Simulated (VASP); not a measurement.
# LiCl (Fm-3m) in VASP: notebook

The runs below take LiCl through single point, with PBE, HSE06, PBE-based global hybrid with 5 % exact exchange.

Everything below comes from runs of VASP 6.6.1. Logs are shortened: lines on timing, memory, paths and dates and some standing lists are left out, and cuts for length are marked.

**1. The cell of the first run**

Symmetry: Fm-3m, No. 225, cubic system. Conventional cell: a = 5.112 Å, b = 5.112 Å, c = 5.112 Å, α = 90.00°, β = 90.00°, γ = 90.00°. Within 3.4 Å of Li (site symmetry m-3m) lie 6 Cl at 2.56 Å. Cl (site symmetry m-3m) has 6 Li at 2.56 Å within 3.4 Å.

**2. Single point, PBE**

Contents of INCAR:

```
SYSTEM = LiCl
  PREC = Accurate
  ENCUT = 750
  EDIFF = 1E-6
  ISMEAR = 0
  SIGMA = 0.01
  LREAL = .FALSE.
  LASPH = .TRUE.
  NELM = 120
  ALGO = Normal
  ISIF = 2
  LWAVE = .FALSE.
  LCHARG = .TRUE.
  GGA = PE
  LELF = .TRUE.
  LVHAR = .TRUE.
  ISYM = 0
  NBANDS = 12
  GGA_COMPAT = .FALSE.
```

Contents of KPOINTS:

```
Automatic mesh
0
Gamma
  6 6 6
  0 0 0.5
```

Contents of POSCAR:

```
LiCl
1.0
    0.0000000000      2.5560252063      2.5560252063
    2.5560252063      0.0000000000      2.5560252063
    2.5560252063      2.5560252063      0.0000000000
Li Cl
1 1
Direct
    0.0000000000      0.0000000000      0.0000000000
    0.5000000000      0.5000000000      0.5000000000
```

Potentials or basis: VASP PAW PBE potentials, release 64 (Li_sv, Cl).

Launch:

```bash
$ cat potpaw_PBE.64/Li_sv/POTCAR potpaw_PBE.64/Cl/POTCAR > POTCAR
$ mpirun -np 1 vasp_std > vasp.out
```

OUTCAR:

```text
SYSTEM = LiCl
   PREC = Accurate
   ENCUT = 750
   EDIFF = 1E-6
   ISMEAR = 0
   LREAL = .FALSE.
   LASPH = .TRUE.
   NELM = 120
   ISIF = 2
   GGA = PE
   ISYM = 0

 ion  position               nearest neighbor table
   1  0.000  0.000  0.000-   2 2.56   2 2.56   2 2.56   2 2.56   2 2.56   2 2.56
   2  0.500  0.500  0.500-   1 2.56   1 2.56   1 2.56   1 2.56   1 2.56   1 2.56

IMPORTANT INFORMATION: All symmetrisations will be switched off!
NOSYMM: (Re-)initialisation of all symmetry stuff for point group C_1.

----------------------------------------------------------------------------------------

                                     Primitive cell

  volume of cell :      33.3984

  direct lattice vectors                    reciprocal lattice vectors
     0.000000000  2.556025206  2.556025206    -0.195616224  0.195616224  0.195616224
     2.556025206  0.000000000  2.556025206     0.195616224 -0.195616224  0.195616224
     2.556025206  2.556025206  0.000000000     0.195616224  0.195616224 -0.195616224

  length of vectors
     3.614765513  3.614765513  3.614765513     0.338817239  0.338817239  0.338817239

  position of ions in fractional coordinates (direct lattice)
     0.000000000  0.000000000  0.000000000
     0.500000000  0.500000000  0.500000000

  ion indices of the primitive-cell ions
   primitive index   ion index
                 1           1
                 2           2

----------------------------------------------------------------------------------------

 KPOINTS: Automatic mesh

Automatic generation of k-mesh.
 Grid dimensions read from file:
 generate k-points for:    6    6    6

 Generating k-lattice:

  Cartesian coordinates                     Fractional coordinates (reciprocal lattice)
    -0.032602704  0.032602704  0.032602704     0.166666667  0.000000000  0.000000000
     0.032602704 -0.032602704  0.032602704     0.000000000  0.166666667  0.000000000
     0.032602704  0.032602704 -0.032602704     0.000000000  0.000000000  0.166666667

  Length of vectors
     0.056469540  0.056469540  0.056469540

  Shift w.r.t. Gamma in fractional coordinates (k-lattice)
     0.000000000  0.000000000  0.500000000

 Subroutine IBZKPT returns following result:
 ===========================================

 Found    432 irreducible k-points:

 Following reciprocal coordinates:
            Coordinates               Weight
  0.000000  0.000000  0.083333      2.000000
  0.083333  0.000000  0.000000      2.000000
  0.000000  0.083333  0.000000      2.000000
  0.083333  0.083333  0.083333      2.000000
  0.166667  0.000000  0.083333      2.000000
  0.083333  0.166667  0.000000      2.000000
[... 16 lines left out ...]
 -0.250000 -0.333333 -0.333333      2.000000
  0.083333  0.083333 -0.250000      2.000000
 [... further k-points ...]
   k-points           NKPTS =    432   k-points in BZ     NKDIM =    432   number of bands    NBANDS=     12
   number of dos      NEDOS =    301   number of ions     NIONS =      2
   total plane-waves  NPLWV =  32768
   dimension x,y,z NGX =    32 NGY =   32 NGZ =   32
   dimension x,y,z NGXF=    64 NGYF=   64 NGZF=   64
   ions per type =               1   1
   NGX,Y,Z   is equivalent  to a cutoff of  14.72, 14.72, 14.72 a.u.
   NGXF,Y,Z  is equivalent  to a cutoff of  29.43, 29.43, 29.43 a.u.
 SYSTEM =  LiCl
   PREC   = accura    normal or accurate (medium, high low for compatibility)
   ISTART =      0    job   : 0-new  1-cont  2-samecut
   ICHARG =      2    charge: 1-file 2-atom 10-const
   ISPIN  =      1    spin polarized calculation?
   LNONCOLLINEAR =      F non collinear calculations
   LSORBIT =      F    spin-orbit coupling
   LASPH  =      T    aspherical Exc in radial PAW
   ENCUT  =  750.0 eV  55.12 Ry    7.42 a.u.   8.07  8.07  8.07*2*pi/ulx,y,z
   NELM   =    120;   NELMIN=  2; NELMDL= -5     # of ELM steps
   EDIFF  = 0.1E-05   stopping-criterion for ELM
   LREAL  =      F    real-space projection
   EDIFFG = 0.1E-04   stopping-criterion for IOM
   NSW    =      0    number of steps for IOM
   IBRION =     -1    ionic relax: 0-MD 1-quasi-New 2-CG
   NFREE  =      0    steps in history (QN), initial steepest desc. (CG)
   ISIF   =      2    stress and relaxation
   ISYM   =      0    0-nonsym 1-usesym 2-fastsym
   POTIM  = 0.5000    time-step for ionic-motion
   TEBEG  =    0.0;   TEEND  =   0.0 temperature during run
   PSTRESS=    0.0 pullay stress
   NELECT =      10.0000    total number of electrons
   NUPDOWN=      -1.0000    fix difference up-down
   EMIN   =  10.00;   EMAX   =-10.00  energy-range for DOS
   EFERMI =   0.00;   METHOD = LEGACY
   ISMEAR =     0;   SIGMA  =   0.01  broadening in eV -4-tet -1-fermi 0-gaus
   EFERMI_NEDOS =   21; number of points for ismear=-14 and -15
   IALGO  =     38    algorithm
   IMIX   =      4    mixing-type and parameters
     AMIX     =   0.40;   BMIX     =  1.00
     AMIX_MAG =   1.60;   BMIX_MAG =  1.00
  volume/ion in A,a.u.               =      16.70       112.69
  Fermi-wavevector in a.u.,A,eV,Ry     =   1.095216  2.069658 16.320156  1.199498
  Thomas-Fermi vector in A             =   2.231535
   LORBIT       =      0    0 simple, 1 ext, 2 COOP (PROOUT), +10 PAW based schemes
   GGA     = PE    functional components
   LHFCALC =     F    Hartree Fock is set to
   AEXX    =    0.0000 exact exchange contribution
   IVDW    =     0    specifies the selected vdW correction
   LEPSILON=     F    determine dielectric tensor
   LRPA    =     F    only Hartree local field effects (RPA)
 non-spin polarized calculation
 Gauss-broadening in eV      SIGMA  =   0.01
  energy-cutoff  :      750.00
  volume of cell :       33.40
 maximum number of plane-waves:      1571
   NGX = 17   NGY = 17   NGZ = 17

 number of electron      10.0000002 magnetization

 Free energy of the ion-electron system (eV)
  ---------------------------------------------------
  ext. energy  EPLUGINS =         0.00000000
  ---------------------------------------------------
  free energy    TOTEN  =        -7.38224712 eV

  energy without entropy =       -7.38224712  energy(sigma->0) =       -7.38224712

 E-fermi :   0.6916     XC(G=0):  -8.7749

 val. band max:        0.6363380725   @ k =   0.0000   0.0833   0.0000
 cond. band min:       7.2809148082   @ k =   0.0000   0.0833   0.0000
 fundamental gap:      6.6445767357
 Fermi energy:         0.6916211855

 k-point     1 :       0.0000    0.0000    0.0833
  band No.  band energies     occupation
      1     -42.8401      2.00000
      2     -12.7426      2.00000
      3       0.4021      2.00000
      4       0.6363      2.00000
      5       0.6363      2.00000
      6       7.2809      0.00000
      7      12.1561      0.00000
      8      12.6320      0.00000
      9      12.6320      0.00000
     10      14.0482      0.00000
     11      14.0482      0.00000
     12      15.5181      0.00000

 k-point     2 :       0.0833    0.0000    0.0000
  band No.  band energies     occupation
      1     -42.8401      2.00000
      2     -12.7426      2.00000
      3       0.4021      2.00000
      4       0.6363      2.00000
      5       0.6363      2.00000
      6       7.2809      0.00000
      7      12.1561      0.00000
      8      12.6320      0.00000
      9      12.6320      0.00000
     10      14.0482      0.00000
     11      14.0482      0.00000
     12      15.5181      0.00000

 k-point     3 :       0.0000    0.0833    0.0000
  band No.  band energies     occupation
      1     -42.8401      2.00000
      2     -12.7426      2.00000
      3       0.4021      2.00000
      4       0.6363      2.00000
      5       0.6363      2.00000
      6       7.2809      0.00000
      7      12.1561      0.00000
      8      12.6320      0.00000
      9      12.6320      0.00000
     10      14.0482      0.00000
     11      14.0482      0.00000
     12      15.5181      0.00000

 k-point     4 :       0.0833    0.0833    0.0833
  band No.  band energies     occupation
      1     -42.8401      2.00000
      2     -12.7426      2.00000
      3       0.4021      2.00000
      4       0.6363      2.00000
      5       0.6363      2.00000
      6       7.2809      0.00000
      7      12.1561      0.00000
      8      12.6320      0.00000
      9      12.6320      0.00000
     10      14.0482      0.00000
     11      14.0482      0.00000
     12      15.5181      0.00000

 k-point     5 :       0.1667    0.0000    0.0833
  band No.  band energies     occupation
      1     -42.8397      2.00000
      2     -12.6530      2.00000
      3      -0.0404      2.00000
      4       0.4787      2.00000
      5       0.5428      2.00000
      6       7.8187      0.00000
      7      11.5014      0.00000
      8      12.0451      0.00000
      9      12.5297      0.00000
     10      13.0189      0.00000
     11      14.8702      0.00000
     12      16.1235      0.00000
[... 228 lines left out ...]
      1     -42.8383      2.00000
      2     -12.3768      2.00000
      3      -1.3893      2.00000
      4       0.3271      2.00000
      5       0.3910      2.00000
      6       8.1092      0.00000
      7      10.5613      0.00000
      8      11.2640      0.00000
      9      11.8428      0.00000
     10      14.7420      0.00000
     11      16.2066      0.00000
     12      17.0227      0.00000

 k-point    22 :       0.3333    0.0833    0.0000
  band No.  band energies     occupation
      1     -42.8383      2.00000
      2     -12.3768      2.00000
      3      -1.3893      2.00000
      4       0.3271      2.00000
      5       0.3910      2.00000
      6       8.1092      0.00000
      7      10.5613      0.00000
      8      11.2640      0.00000
      9      11.8428      0.00000
     10      14.7420      0.00000
     11      16.2066      0.00000
     12      17.0227      0.00000

 k-point    23 :      -0.2500   -0.3333   -0.3333
  band No.  band energies     occupation
      1     -42.8383      2.00000
      2     -12.3768      2.00000
      3      -1.3893      2.00000
      4       0.3271      2.00000
      5       0.3910      2.00000
      6       8.1092      0.00000
      7      10.5613      0.00000
      8      11.2640      0.00000
      9      11.8428      0.00000
     10      14.7420      0.00000
     11      16.2066      0.00000
     12      17.0227      0.00000

 k-point    24 :       0.0833    0.0833   -0.2500
  band No.  band energies     occupation
      1     -42.8383      2.00000
      2     -12.3768      2.00000
      3      -1.3893      2.00000
      4       0.3271      2.00000
      5       0.3910      2.00000
      6       8.1092      0.00000
      7      10.5613      0.00000
      8      11.2640      0.00000
      9      11.8428      0.00000
     10      14.7420      0.00000
     11      16.2066      0.00000
     12      17.0227      0.00000

 [... further k-points ...]
[... 5 lines left out ...]
  --------------------------------------------------------------------------------------
  -------------------------------------------------------------------------------------
  Total        0.1378668      0.1378666      0.1378664     -0.0000064     -0.0000061     -0.0000065
  in kB        6.6137073      6.6136976      6.6136846     -0.0003077     -0.0002924     -0.0003102
  external PRESSURE =       6.6136965 kB  Pullay stress =       0.0000000 kB

 VOLUME and BASIS-vectors are now :
 -----------------------------------------------------------------------------
  energy-cutoff  :      750.00
  volume of cell :       33.40
      direct lattice vectors                 reciprocal lattice vectors
     0.000000000  2.556025206  2.556025206    -0.195616224  0.195616224  0.195616224
     2.556025206  0.000000000  2.556025206     0.195616224 -0.195616224  0.195616224
     2.556025206  2.556025206  0.000000000     0.195616224  0.195616224 -0.195616224

 POSITION                                       TOTAL-FORCE (eV/Angst)
 -----------------------------------------------------------------------------------
      0.00000      0.00000      0.00000         0.000000     -0.000000     -0.000000
      2.55603      2.55603      2.55603        -0.000000      0.000000      0.000000
 -----------------------------------------------------------------------------------
    total drift:                                0.000001      0.000001     -0.000000

  FREE ENERGIE OF THE ION-ELECTRON SYSTEM (eV)
  ---------------------------------------------------
  free  energy   TOTEN  =        -7.3822471167 eV

  energy  without entropy=       -7.3822471167  energy(sigma->0) =       -7.38224712
```

Run time: 4.5 min. Hardware: 1 thread of AMD EPYC 7R13, shared host; peak memory 0.37 GiB.

What came out:

- Free energy: -7.3822 eV
- Pressure: 0.7 GPa
- Band gap on the k mesh: 6.64 eV

Caveat: a shifted mesh leaves out Γ, where band edges can lie.

**3. Single point, HSE06**

POSCAR is that of step 2.

Contents of INCAR.step1:

```
SYSTEM = LiCl
PREC = Accurate
ENCUT = 520
EDIFF = 1E-5
ISMEAR = 0
SIGMA = 0.01
LREAL = .False.
LASPH = .True.
NELM = 100
ALGO = Normal
ISIF = 2
LWAVE = .True.
LCHARG = .False.
NBANDS = 12
GGA = PE
```

Contents of INCAR.step2:

```
SYSTEM = LiCl
PREC = Accurate
ENCUT = 520
EDIFF = 1E-7
ISMEAR = 0
SIGMA = 0.01
LREAL = .False.
LASPH = .True.
NELM = 100
ALGO = Normal
ISIF = 2
LWAVE = .False.
LCHARG = .False.
GGA = PE
LHFCALC = .True.
HFSCREEN = 0.2079
PRECFOCK = Normal
NBANDS = 12
ISTART = 1
```

Contents of KPOINTS:

```
Automatic mesh
0
Gamma
  4 4 4
  0 0 0
```

Potentials or basis: VASP PAW PBE potentials, release 64 (Li_sv, Cl).

Launch:

```bash
$ cat potpaw_PBE.64/Li_sv/POTCAR potpaw_PBE.64/Cl/POTCAR > POTCAR
$ cp INCAR.step1 INCAR
$ mpirun -np 1 vasp_std > vasp.out
$ cp INCAR.step2 INCAR
$ mpirun -np 1 vasp_std > vasp.out
```

It took 4.9 min on 1 thread of AMD EPYC, shared host; peak memory 0.22 GiB.

It converged, with:

- Free energy: -8.4539 eV
- Band gap on the k mesh: 7.80 eV

Levels at points of the mesh, in eV from the valence-band top:
```
           k point  band 3  band 4  band 5  band 6  band 7  band 8
(0.00, 0.00, 0.00)    0.00    0.00    0.00    7.80   13.47   13.47
(0.50, 0.00, 0.00)   -3.09   -0.29   -0.29    8.14   11.00   11.00
(0.50, 0.50, 0.00)   -3.16   -1.21   -1.21    9.32    9.61   14.23
```

Caveat: the k points lie up to 0.53 Å⁻¹ apart; the cutoff is under 1.25 times the usual one of these potentials, so pressure, stress and relaxed cells hold a basis-set (Pulay) error; the PAW data sets were made with another functional, which shifts forces and pressure a little. A k mesh can miss the band edges.

(Continued in part 2 of 2.)
